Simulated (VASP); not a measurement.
Input of a VASP 6.6.1 run:

Contents of INCAR:

```
SYSTEM = Sr12H2C
ALGO     = Normal         ! electronic algorithm
EDIFF    = 1E-6           ! SCF threshold, eV
ENCUT    = 520            ! plane-wave cutoff, eV
GGA      = PS             ! functional
ISIF     = 2              ! what is computed and relaxed
ISMEAR   = -1             ! smearing method
LASPH    = .TRUE.         ! aspherical terms in the spheres
LCHARG   = .FALSE.        ! write CHGCAR
LREAL    = Auto         
LWAVE    = .FALSE.        ! write WAVECAR
NBANDS   = 76             ! bands
NELM     = 80             ! most SCF steps
PREC     = Accurate       ! precision mode
SIGMA    = 0.05           ! smearing width, eV
```

The input KPOINTS:

```
k-points
0
G
  2 2 1
  0 0 0
```

Contents of POSCAR:

```
Sr12H2C
1.0
    8.5984180000      0.0000000000      0.0000000000
    4.2992090000      7.4464490000      0.0000000000
    0.0000000000      0.0000000000     20.0205790000
Sr C H
12 1 2
Direct
    0.1666644535      0.1666700464      0.0499486054
    0.6666634068      0.1666700464      0.0499486054
    0.1666655752      0.6666667562      0.0499486054
    0.6666645285      0.6666667562      0.0499486054
   -0.1676830702      0.2930792919      0.2011180596
    0.3066106446      0.3321851798      0.2250234621
   -0.1678636668      0.8139315800      0.2341191031
    0.3237935198      0.8329876428      0.2161226206
    0.0144952910     -0.0066608930      0.3692500602
    0.4949316458     -0.0103807869      0.4017815868
   -0.0284561900      0.5010173305      0.3949785868
    0.4923852236      0.5334623255      0.4051281434
    0.6276827525      0.7080421823      0.4492177774
    0.5941020497      0.6930954607      0.5019734944
    0.7518303085      0.7468929150      0.4487332759
```

Potentials or basis: VASP PAW PBE potentials, release 64 (Sr_sv, C, H).

Run with:

```bash
$ cat potpaw_PBE.64/Sr_sv/POTCAR potpaw_PBE.64/C/POTCAR potpaw_PBE.64/H/POTCAR > POTCAR
$ mpirun -np 1 vasp_std > vasp.out
```

(1) What does it give for the band gap on the k mesh?

(2) Estimate the largest force.

## Answers

(1) zero (bands 63 and 64 overlap by 0.28 eV).

(2) 2.640 eV/Å.

Caveat: the k points lie up to 0.42 Å⁻¹ apart; the atoms stand as in a frame of molecular dynamics; the PAW data sets were made with another functional, which shifts forces and pressure a little.
